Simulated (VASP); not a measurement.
# Mo (P6_3/mmc) in VASP: a series of runs

The runs below take Mo through single point, with PBE.

All numbers are computed with VASP 6.6.1; they aren't measurements. Logs are shortened: lines on timing, memory, paths and dates and some standing lists are left out, and cuts for length are marked.

## Step 1: The cell of the first run

The structure is hexagonal, space group P6_3/mmc (No. 194). The conventional cell has a = 2.760 Å, b = 2.760 Å, c = 4.886 Å, α = 90.00°, β = 90.00°, γ = 120.00°. Within 3.6 Å of Mo (site symmetry -6m2) lie 12 Mo at 2.76 to 2.92 Å.

## Step 2: Single point, PBE

Contents of INCAR:

```
SYSTEM = Mo
PREC = Accurate ; ENCUT = 520
EDIFF = 1E-6 ; ISMEAR = -1
SIGMA = 0.1 ; LREAL = .FALSE.
LASPH = .TRUE. ; NELM = 80
ALGO = Normal ; ISIF = 2
LWAVE = .FALSE. ; LCHARG = .FALSE.
GGA = PE ; NBANDS = 21
```

Contents of KPOINTS:

```
Automatic mesh
0
G
  15 15 7
  0 0 0
```

Contents of POSCAR:

```
Mo
1.0
    2.7597763904      0.0000000000      0.0000000000
   -1.3798881952      2.3900364628      0.0000000000
    0.0000000000      0.0000000000      4.8864518815
Mo
2
Direct
    0.3333333333      0.6666666667      0.2500000000
    0.6666666667      0.3333333333      0.7500000000
```

Potentials or basis: VASP PAW PBE potentials, release 64 (Mo_sv).

The run is started by

```sh
> cat potpaw_PBE.64/Mo_sv/POTCAR > POTCAR
> mpirun -np 1 vasp_std > vasp.out
```

OUTCAR:

```text
SYSTEM = Mo
   PREC = Accurate
   ENCUT = 520
   EDIFF = 1E-6
   ISMEAR = -1
   LREAL = .FALSE.
   LASPH = .TRUE.
   NELM = 80
   ISIF = 2
   GGA = PE

 ion  position               nearest neighbor table
   1  0.333  0.667  0.250-   2 2.92   2 2.92   2 2.92   2 2.92   2 2.92   2 2.92
   2  0.667  0.333  0.750-   1 2.92   1 2.92   1 2.92   1 2.92   1 2.92   1 2.92

  LATTYP: Found a hexagonal cell.
 ALAT       =     2.7597763904
 C/A-ratio  =     1.7705970304

  Lattice vectors:

 A1 = (   2.7597763904,   0.0000000000,   0.0000000000)
 A2 = (  -1.3798881952,   2.3900364628,   0.0000000000)
 A3 = (   0.0000000000,   0.0000000000,   4.8864518815)

Analysis of symmetry for initial positions (statically):
=====================================================================
 Subroutine PRICEL returns:
 Original cell was already a primitive cell.

 Routine SETGRP: Setting up the symmetry group for a
 hexagonal supercell.

 Subroutine GETGRP returns: Found 24 space group operations
 (whereof 12 operations were pure point group operations)
 out of a pool of 24 trial point group operations.

The static configuration has the point symmetry D_3d.
 The point group associated with its full space group is D_6h.

Analysis of symmetry for dynamics (positions and initial velocities):
=====================================================================
 Subroutine PRICEL returns:
 Original cell was already a primitive cell.

 Routine SETGRP: Setting up the symmetry group for a
 hexagonal supercell.

 Subroutine GETGRP returns: Found 24 space group operations
 (whereof 12 operations were pure point group operations)
 out of a pool of 24 trial point group operations.

The dynamic configuration has the point symmetry D_3d.
 The point group associated with its full space group is D_6h.

 Subroutine INISYM returns: Found 24 space group operations
 (whereof 12 operations are pure point group operations),
 and found     1 'primitive' translations

----------------------------------------------------------------------------------------

                                     Primitive cell

  volume of cell :      32.2309

  direct lattice vectors                    reciprocal lattice vectors
     2.759776390  0.000000000  0.000000000     0.362348197  0.209201829  0.000000000
    -1.379888195  2.390036463  0.000000000     0.000000000  0.418403659  0.000000000
     0.000000000  0.000000000  4.886451882     0.000000000  0.000000000  0.204647467

  length of vectors
     2.759776390  2.759776390  4.886451882     0.418403659  0.418403659  0.204647467

  position of ions in fractional coordinates (direct lattice)
     0.333333333  0.666666667  0.250000000
     0.666666667  0.333333333  0.750000000

  ion indices of the primitive-cell ions
   primitive index   ion index
                 1           1
                 2           2

----------------------------------------------------------------------------------------

 KPOINTS: Automatic mesh

Automatic generation of k-mesh.
 Grid dimensions read from file:
 generate k-points for:   15   15    7

 Generating k-lattice:

  Cartesian coordinates                     Fractional coordinates (reciprocal lattice)
     0.024156546  0.013946789  0.000000000     0.066666667  0.000000000  0.000000000
     0.000000000  0.027893577  0.000000000     0.000000000  0.066666667  0.000000000
     0.000000000  0.000000000  0.029235352     0.000000000  0.000000000  0.142857143

  Length of vectors
     0.027893577  0.027893577  0.029235352

  Shift w.r.t. Gamma in fractional coordinates (k-lattice)
     0.000000000  0.000000000  0.000000000

 Subroutine IBZKPT returns following result:
 ===========================================

 Found    108 irreducible k-points:

 Following reciprocal coordinates:
            Coordinates               Weight
  0.000000  0.000000  0.000000      1.000000
  0.066667  0.000000  0.000000      6.000000
  0.133333  0.000000  0.000000      6.000000
  0.200000  0.000000  0.000000      6.000000
  0.266667  0.000000  0.000000      6.000000
  0.333333  0.000000  0.000000      6.000000
[... 16 lines left out ...]
  0.333333  0.200000  0.000000     12.000000
  0.400000  0.200000  0.000000      6.000000
 [... further k-points ...]
   k-points           NKPTS =    108   k-points in BZ     NKDIM =    108   number of bands    NBANDS=     21
   number of dos      NEDOS =    301   number of ions     NIONS =      2
   total plane-waves  NPLWV =  20736
   dimension x,y,z NGX =    24 NGY =   24 NGZ =   36
   dimension x,y,z NGXF=    48 NGYF=   48 NGZF=   72
   ions per type =               2
   NGX,Y,Z   is equivalent  to a cutoff of  14.46, 14.46, 12.25 a.u.
   NGXF,Y,Z  is equivalent  to a cutoff of  28.91, 28.91, 24.50 a.u.
 SYSTEM =  Mo
   PREC   = accura    normal or accurate (medium, high low for compatibility)
   ISTART =      0    job   : 0-new  1-cont  2-samecut
   ICHARG =      2    charge: 1-file 2-atom 10-const
   ISPIN  =      1    spin polarized calculation?
   LNONCOLLINEAR =      F non collinear calculations
   LSORBIT =      F    spin-orbit coupling
   LASPH  =      T    aspherical Exc in radial PAW
   ENCUT  =  520.0 eV  38.22 Ry    6.18 a.u.   5.13  5.13  9.09*2*pi/ulx,y,z
   NELM   =     80;   NELMIN=  2; NELMDL= -5     # of ELM steps
   EDIFF  = 0.1E-05   stopping-criterion for ELM
   LREAL  =      F    real-space projection
   EDIFFG = 0.1E-04   stopping-criterion for IOM
   NSW    =      0    number of steps for IOM
   IBRION =     -1    ionic relax: 0-MD 1-quasi-New 2-CG
   NFREE  =      0    steps in history (QN), initial steepest desc. (CG)
   ISIF   =      2    stress and relaxation
   ISYM   =      2    0-nonsym 1-usesym 2-fastsym
   POTIM  = 0.5000    time-step for ionic-motion
   TEBEG  =    0.0;   TEEND  =   0.0 temperature during run
   PSTRESS=    0.0 pullay stress
   NELECT =      28.0000    total number of electrons
   NUPDOWN=      -1.0000    fix difference up-down
   EMIN   =  10.00;   EMAX   =-10.00  energy-range for DOS
   EFERMI =   0.00;   METHOD = LEGACY
   ISMEAR =    -1;   SIGMA  =   0.10  broadening in eV -4-tet -1-fermi 0-gaus
   EFERMI_NEDOS =   21; number of points for ismear=-14 and -15
   IALGO  =     38    algorithm
   IMIX   =      4    mixing-type and parameters
     AMIX     =   0.40;   BMIX     =  1.00
     AMIX_MAG =   1.60;   BMIX_MAG =  1.00
  volume/ion in A,a.u.               =      16.12       108.75
  Fermi-wavevector in a.u.,A,eV,Ry     =   1.562081  2.951905 33.199527  2.440096
  Thomas-Fermi vector in A             =   2.665052
   LORBIT       =      0    0 simple, 1 ext, 2 COOP (PROOUT), +10 PAW based schemes
   GGA     = PE    functional components
   LHFCALC =     F    Hartree Fock is set to
   AEXX    =    0.0000 exact exchange contribution
   IVDW    =     0    specifies the selected vdW correction
   LEPSILON=     F    determine dielectric tensor
   LRPA    =     F    only Hartree local field effects (RPA)
 non-spin polarized calculation
  energy-cutoff  :      520.00
  volume of cell :       32.23
 maximum number of plane-waves:       879
 NGX is ok and might be reduce to    24
   NGX = 11   NGY = 11   NGZ = 19

 number of electron      27.9999995 magnetization

 Free energy of the ion-electron system (eV)
  ---------------------------------------------------
  ext. energy  EPLUGINS =         0.00000000
  ---------------------------------------------------
  free energy    TOTEN  =       -21.04278554 eV

  energy without entropy =      -20.95727182  energy(sigma->0) =      -21.00002868

 E-fermi :  11.8164     XC(G=0): -13.1958

 val. band max:       11.8129881267   @ k =   0.1333   0.0000   0.4286
 cond. band min:      11.8243673566   @ k =   0.0667   0.0000   0.0000
 fundamental gap:      0.0113792299
 Fermi energy:        11.8164401893

 k-point     1 :       0.0000    0.0000    0.0000
  band No.  band energies     occupation
      1     -49.0336      2.00000
      2     -48.8764      2.00000
      3     -23.5980      2.00000
      4     -22.5476      2.00000
      5     -22.3907      2.00000
      6     -22.3907      2.00000
[... 13 lines left out ...]
     20      15.1665      0.00000
     21      21.4646      0.00000

 k-point     2 :       0.0667    0.0000    0.0000
  band No.  band energies     occupation
      1     -49.0237      2.00000
      2     -48.8695      2.00000
      3     -23.5801      2.00000
      4     -22.5499      2.00000
      5     -22.4469      2.00000
      6     -22.4062      2.00000
[... 13 lines left out ...]
     20      15.7921      0.00000
     21      21.4372      0.00000

 k-point     3 :       0.1333    0.0000    0.0000
  band No.  band energies     occupation
      1     -48.9954      2.00000
      2     -48.8500      2.00000
      3     -23.5279      2.00000
      4     -22.6049      2.00000
      5     -22.5575      2.00000
      6     -22.5000      2.00000
[... 13 lines left out ...]
     20      17.0160      0.00000
     21      21.3380      0.00000

 k-point     4 :       0.2000    0.0000    0.0000
  band No.  band energies     occupation
      1     -48.9529      2.00000
      2     -48.8216      2.00000
      3     -23.4469      2.00000
      4     -22.8353      2.00000
      5     -22.7264      2.00000
      6     -22.5724      2.00000
[... 13 lines left out ...]
     20      18.3748      0.00000
     21      21.1597      0.00000

 k-point     5 :       0.2667    0.0000    0.0000
  band No.  band energies     occupation
      1     -48.9026      2.00000
      2     -48.7900      2.00000
      3     -23.3456      2.00000
      4     -23.0960      2.00000
      5     -22.9777      2.00000
      6     -22.5974      2.00000
[... 13 lines left out ...]
     20      19.7198      0.00000
     21      20.9551      0.00000
[... 382 lines left out ...]
     20      21.3340      0.00000
     21      21.7470      0.00000

 k-point    22 :       0.2667    0.2000    0.0000
  band No.  band energies     occupation
      1     -48.7996      2.00000
      2     -48.7364      2.00000
      3     -23.3791      2.00000
      4     -23.3054      2.00000
      5     -23.1076      2.00000
      6     -22.8548      2.00000
[... 13 lines left out ...]
     20      22.0186      0.00000
     21      22.9534      0.00000

 k-point    23 :       0.3333    0.2000    0.0000
  band No.  band energies     occupation
      1     -48.7692      2.00000
      2     -48.7269      2.00000
      3     -23.4713      2.00000
      4     -23.3489      2.00000
      5     -23.0192      2.00000
      6     -22.9492      2.00000
[... 13 lines left out ...]
     20      21.1544      0.00000
     21      22.6392      0.00000

 k-point    24 :       0.4000    0.2000    0.0000
  band No.  band energies     occupation
      1     -48.7568      2.00000
      2     -48.7251      2.00000
      3     -23.5034      2.00000
      4     -23.3610      2.00000
      5     -22.9863      2.00000
      6     -22.9772      2.00000
[... 13 lines left out ...]
     20      20.4257      0.00000
     21      22.2061      0.00000

 [... further k-points ...]

------------------------ aborting loop because EDIFF is reached ----------------------------------------

  FORCE on cell =-STRESS in cart. coord.  units (eV):
  Direction    XX          YY          ZZ          XY          YZ          ZX
  --------------------------------------------------------------------------------------
  -------------------------------------------------------------------------------------
  Total        0.0848639      0.0848639      0.1004657      0.0000000      0.0000000     -0.0000000
  in kB        4.2185337      4.2185337      4.9940883      0.0000000      0.0000000     -0.0000000
  external PRESSURE =       4.4770519 kB  Pullay stress =       0.0000000 kB

 VOLUME and BASIS-vectors are now :
 -----------------------------------------------------------------------------
  energy-cutoff  :      520.00
  volume of cell :       32.23
      direct lattice vectors                 reciprocal lattice vectors
     2.759776390  0.000000000  0.000000000     0.362348197  0.209201829  0.000000000
    -1.379888195  2.390036463  0.000000000     0.000000000  0.418403659  0.000000000
     0.000000000  0.000000000  4.886451882     0.000000000  0.000000000  0.204647467

 POSITION                                       TOTAL-FORCE (eV/Angst)
 -----------------------------------------------------------------------------------
     -0.00000      1.59336      1.22161        -0.000000     -0.000000      0.000000
      1.37989      0.79668      3.66484         0.000000      0.000000      0.000000
 -----------------------------------------------------------------------------------
    total drift:                               -0.000000      0.000000     -0.000000

  FREE ENERGIE OF THE ION-ELECTRON SYSTEM (eV)
  ---------------------------------------------------
  free  energy   TOTEN  =       -21.0427855436 eV

  energy  without entropy=      -20.9572718150  energy(sigma->0) =      -21.00002868
```

It used 36 s of CPU time on 1 thread of Intel Xeon 6975P-C, with other jobs on the host.

What came out:

```yaml
Free_energy: -21.0428 eV
Pressure: 0.4 GPa
Band_gap_on_the_k_mesh: zero (band 14 reaches 12.97 eV, above the bottom of band 15 at 11.27 eV)
```

Levels at points of the mesh, in eV from the Fermi level:
```csv
k point,band 11,band 12,band 13,band 14,band 15,band 16,band 17,band 18
"(0.00, 0.00, 0.00)",-1.68,-0.64,-0.64,-0.14,-0.14,0.63,1.42,1.42
```

## Step 3: Single point, PBE (volume scaled by 1.04)

Contents of INCAR:

```
PREC     = Accurate       # precision mode
ENCUT    = 520            # plane-wave cutoff, eV
EDIFF    = 1E-6           # SCF threshold, eV
ISMEAR   = -1             # smearing method
SIGMA    = 0.1            # smearing width, eV
LREAL    = F              # projectors in reciprocal space
LASPH    = T              # aspherical terms in the spheres
NELM     = 80             # most SCF steps
ALGO     = Normal         # electronic algorithm
ISIF     = 2              # what is computed and relaxed
LWAVE    = F              # write WAVECAR
LCHARG   = T              # write CHGCAR
GGA      = PE             # functional
LELF     = T              # ELF
LVHAR    = T            
NBANDS   = 21             # bands
```

Contents of KPOINTS:

```
regular mesh
0
Gamma
  15 15 7
```

Contents of POSCAR:

```
Mo
1.0
    2.7960934024      0.0000000000      0.0000000000
   -1.3980467012      2.4214879178      0.0000000000
    0.0000000000      0.0000000000      4.9507546750
Mo
2
Direct
    0.3333333333      0.6666666667      0.2500000000
    0.6666666667      0.3333333333      0.7500000000
```

Potentials or basis: VASP PAW PBE potentials, release 64 (Mo_sv).

The run is started by

```sh
> cat potpaw_PBE.64/Mo_sv/POTCAR > POTCAR
> mpirun -np 1 vasp_std > vasp.out
```

OUTCAR:

```text
PREC = Accurate
   ENCUT = 520
   EDIFF = 1E-6
   ISMEAR = -1
   LREAL = F
   LASPH = T
   NELM = 80
   ISIF = 2
   GGA = PE

 ion  position               nearest neighbor table
   1  0.333  0.667  0.250-   2 2.96   2 2.96   2 2.96   2 2.96   2 2.96   2 2.96
   2  0.667  0.333  0.750-   1 2.96   1 2.96   1 2.96   1 2.96   1 2.96   1 2.96

  LATTYP: Found a hexagonal cell.
 ALAT       =     2.7960934024
 C/A-ratio  =     1.7705970304

  Lattice vectors:

 A1 = (   2.7960934024,   0.0000000000,   0.0000000000)
 A2 = (  -1.3980467012,   2.4214879178,   0.0000000000)
 A3 = (   0.0000000000,   0.0000000000,   4.9507546750)

Analysis of symmetry for initial positions (statically):
=====================================================================
 Subroutine PRICEL returns:
 Original cell was already a primitive cell.

 Routine SETGRP: Setting up the symmetry group for a
 hexagonal supercell.

 Subroutine GETGRP returns: Found 24 space group operations
 (whereof 12 operations were pure point group operations)
 out of a pool of 24 trial point group operations.

[... 160 lines left out ...]
  free energy    TOTEN  =       -21.01083277 eV

  energy without entropy =      -20.92140740  energy(sigma->0) =      -20.96612009

 E-fermi :  11.2203     XC(G=0): -12.9785

 val. band max:       11.2132835910   @ k =   0.1333   0.0000   0.0000
 cond. band min:      11.2294333407   @ k =   0.3333   0.0000   0.4286
 fundamental gap:      0.0161497497
 Fermi energy:        11.2202989186

 k-point     1 :       0.0000    0.0000    0.0000
  band No.  band energies     occupation
      1     -49.6440      2.00000
      2     -49.5111      2.00000
      3     -24.1441      2.00000
      4     -23.2238      2.00000
      5     -23.0724      2.00000
      6     -23.0724      2.00000
[... 565 lines left out ...]
     20      19.4250      0.00000
     21      21.2967      0.00000

 [... further k-points ...]

------------------------ aborting loop because EDIFF is reached ----------------------------------------

  FORCE on cell =-STRESS in cart. coord.  units (eV):
  Direction    XX          YY          ZZ          XY          YZ          ZX
  --------------------------------------------------------------------------------------
  -------------------------------------------------------------------------------------
  Total       -1.8301773     -1.8301773     -1.5082303      0.0000000      0.0000000      0.0000000
  in kB      -87.4779011    -87.4779011    -72.0896411      0.0000000      0.0000000      0.0000000
  external PRESSURE =     -82.3484811 kB  Pullay stress =       0.0000000 kB

 VOLUME and BASIS-vectors are now :
 -----------------------------------------------------------------------------
  energy-cutoff  :      520.00
  volume of cell :       33.52
      direct lattice vectors                 reciprocal lattice vectors
     2.796093402  0.000000000  0.000000000     0.357641844  0.206484615  0.000000000
    -1.398046701  2.421487918  0.000000000     0.000000000  0.412969230  0.000000000
     0.000000000  0.000000000  4.950754675     0.000000000  0.000000000  0.201989407

 POSITION                                       TOTAL-FORCE (eV/Angst)
 -----------------------------------------------------------------------------------
     -0.00000      1.61433      1.23769         0.000000      0.000000      0.000000
      1.39805      0.80716      3.71307        -0.000000      0.000000      0.000000
 -----------------------------------------------------------------------------------
    total drift:                               -0.000000      0.000000     -0.000000

  FREE ENERGIE OF THE ION-ELECTRON SYSTEM (eV)
  ---------------------------------------------------
  free  energy   TOTEN  =       -21.0108327744 eV

  energy  without entropy=      -20.9214073979  energy(sigma->0) =      -20.96612009
```

OSZICAR:

```text
N       E                     dE             d eps       ncg     rms          rms(c)
DAV:   1     0.296575388764E+03    0.29658E+03   -0.18017E+04  4552   0.139E+03
DAV:   2    -0.159546327801E+02   -0.31253E+03   -0.30468E+03  5165   0.439E+02
DAV:   3    -0.222622757605E+02   -0.63076E+01   -0.62120E+01  5138   0.640E+01
DAV:   4    -0.222948865591E+02   -0.32611E-01   -0.32565E-01  4991   0.482E+00
DAV:   5    -0.222951192461E+02   -0.23269E-03   -0.23268E-03  5177   0.393E-01    0.172E+01
DAV:   6    -0.211598612482E+02    0.11353E+01   -0.22674E+00  4901   0.128E+01    0.434E+00
DAV:   7    -0.210196195380E+02    0.14024E+00   -0.38377E-01  5221   0.476E+00    0.117E+00
DAV:   8    -0.210107527788E+02    0.88668E-02   -0.99482E-03  4769   0.901E-01    0.279E-01
DAV:   9    -0.210108030125E+02   -0.50234E-04   -0.37570E-04  5534   0.194E-01    0.919E-02
DAV:  10    -0.210108304131E+02   -0.27401E-04   -0.28849E-05  4851   0.475E-02    0.183E-02
DAV:  11    -0.210108329785E+02   -0.25654E-05   -0.39518E-06  4467   0.181E-02    0.452E-03
DAV:  12    -0.210108327744E+02    0.20409E-06   -0.17880E-07  2623   0.430E-03
   1 F= -.21010833E+02 E0= -.20966120E+02  d E =-.894254E-01
```

stdout:

```text
POSCAR found type information on POSCAR Mo
 POSCAR found :  1 types and       2 ions
 scaLAPACK will be used
 LDA part: xc-table for (Slater+PW92), standard interpolation
 POSCAR, INCAR and KPOINTS ok, starting setup
 FFT: planning ... GRIDC
 FFT: planning ... GRID_SOFT
 FFT: planning ... GRID
 WAVECAR not read
 entering main loop
```

It used 42 s of CPU time on 1 thread of Intel Xeon 6975P-C, with other jobs on the host.

Results:

* Free energy: -21.0108 eV
* Pressure: -8.2 GPa
* Band gap on the k mesh: zero (band 14 reaches 12.32 eV, above the bottom of band 15 at 10.73 eV)

Stress tensor (GPa, compression positive):
```
-8.75  0.00  0.00
 0.00 -8.75  0.00
 0.00  0.00 -7.21
```
